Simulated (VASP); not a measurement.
Write the native input for VASP 6.6.1 that does the following.

```yaml
Task: single point
Functional: PBE
Potentials_or_basis: VASP PAW PBE potentials, release 64 (Mg)
Cutoff: 520 eV
k_mesh: 15 × 15 × 8
Occupations: gaussian, width 0.1 eV
Spin: no spin polarisation
Dipole_correction: no
Further_INCAR_settings: ALGO = Normal; EDIFF = 1e-07; NBANDS = 9
```

The structure of Mg lies in POSCAR:

```
Mg
1.0
    3.2724941817      0.0000000000      0.0000000000
   -1.6362470908      2.8340630951      0.0000000000
    0.0000000000      0.0000000000      5.2348185510
Mg
2
Direct
    0.3333333333      0.6666666667      0.2500000000
    0.6666666667      0.3333333333      0.7500000000
```

This cell differs from its parent crystal: strained.

These files were run (other wordings do the same):

INCAR

```
  ALGO = Normal
  EDIFF = 1E-7
  ENCUT = 520
  GGA = PE
  ISIF = 2
  ISMEAR = 0
  LASPH = T
  LCHARG = F
  LREAL = F
  LWAVE = F
  NBANDS = 9
  NELM = 100
  PREC = Accurate
  SIGMA = 0.1
```

KPOINTS

```
k-points
0
Gamma
  15 15 8
```

Potentials or basis: VASP PAW PBE potentials, release 64 (Mg).

Launch:

```console
$ cat potpaw_PBE.64/Mg/POTCAR > POTCAR
$ mpirun -np 1 vasp_std > vasp.out
```

Results of the run:

* Pressure: -1.9 GPa
* Band gap on the k mesh: zero (bands 2 and 3 overlap by 2.00 eV)

Caveat: the cell differs from its parent crystal (strained).

Wall time 11 s on 1 thread of Intel(R) Xeon(R) 6975P-C (Granite Rapids), on a shared host, peak memory 0.19 GiB.
